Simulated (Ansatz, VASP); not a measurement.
Two plane-wave programs on Ta3H

INCAR

```
SYSTEM = Ta3H
ALGO = Normal
DIPOL = 0.5 0.5 0.319
EDIFF = 1E-6
ENCUT = 520
IDIPOL = 3
ISIF = 2
ISMEAR = 0
LASPH = .TRUE.
LCHARG = .TRUE.
LDIPOL = .TRUE.
LELF = .TRUE.
LREAL = .FALSE.
LVACPOTAV = .TRUE.
LVHAR = .TRUE.
LWAVE = .FALSE.
NBANDS = 44
NELM = 80
PREC = Accurate
SIGMA = 0.1
```

Contents of KPOINTS:

```
k-points
0
G
  6 6 1
  0 0 0
```

Contents of POSCAR:

```
Ta3H
1.0
    4.6002247492      0.0000000000      0.0000000000
   -2.3001123746      3.9839114959      0.0000000000
    0.0000000000      0.0000000000     22.4017722044
Ta H
6 2
Direct
    0.6666666667      0.3333333333      0.1785573018
    0.3333333333      0.6666666667      0.2204743848
    0.0000000000      0.0000000000      0.2623914678
    0.6666666667      0.3333333333      0.3016814391
    0.3333333333      0.6666666667      0.3385386112
    0.0000000000      0.0000000000      0.3750494438
    0.0904104196      0.6666666667      0.4379908926
    0.5762562471      0.6666666667      0.4379908926
```

Input for Ansatz:

```yaml
crystal:
  lattice:
    - [4.6002247492, 0.0, 0.0]
    - [-2.3001123746, 3.9839114959, 0.0]
    - [0.0, 0.0, 22.4017722044]
  atoms:
    - { symbol: Ta, position: [0.6666666667, 0.3333333333, 0.1785573018] }
    - { symbol: Ta, position: [0.3333333333, 0.6666666667, 0.2204743848] }
    - { symbol: Ta, position: [0.0, 0.0, 0.2623914678] }
    - { symbol: Ta, position: [0.6666666667, 0.3333333333, 0.3016814391] }
    - { symbol: Ta, position: [0.3333333333, 0.6666666667, 0.3385386112] }
    - { symbol: Ta, position: [0.0, 0.0, 0.3750494438] }
    - { symbol: H, position: [0.0904104196, 0.6666666667, 0.4379908926] }
    - { symbol: H, position: [0.5762562471, 0.6666666667, 0.4379908926] }
basis:
  ecutwfc: 420
kpoints:
  mp_grid: { grid: [6, 6, 1] }
hamiltonian:
  xc: lda
  pseudopotentials: { kind: paw, azcp: { folder: soft_1 } }
scf:
  occupations: { method: gaussian, width: 0.1 }
output:
  forces: true
  eigenvalues: true
efield:
  axis: 3
  dipole_correction: true
  ramp_width: 0.04
```

Alike in both runs: task single point; functional LDA; k mesh 6 × 6 × 1; occupations gaussian, width 0.1 eV; no spin polarisation.

```csv
,VASP,Ansatz
version,VASP 6.6.1,Ansatz 0.2.0
potentials or method,"VASP PAW LDA potentials, release 64 (Ta_pv, H), cutoff 520 eV","scalar-relativistic, plane waves, PAW"
valence electrons in the cell,68,80
```

Ansatz gave:

| Item | Value |
| --- | --- |
| gap on the k mesh at the Fermi level (eV) | none |
| rms of the force components (eV/Å) | 1.173 |
| work function, face that differs most (eV) | 5.42 |

Task: What did VASP give for the same quantities?

Result: gap on the k mesh at the Fermi level (eV): none; rms of the force components (eV/Å): 1.183; work function, face that differs most (eV): 5.42.

Ansatz warns that its potentials were made for another functional, while VASP's fit it. LDA's correlation is that of Perdew and Zunger in VASP and of Perdew and Wang (1992) in Ansatz. Atom by atom the forces differ by 0.023 eV/Å (rms over components). A gap of «none» marks a metal or a gap that the smearing closes. VASP's potentials hold 68 valence electrons a cell and Ansatz's 80, so a difference there can come from the potentials and not from the codes.

Neither program's run includes spin-orbit coupling.
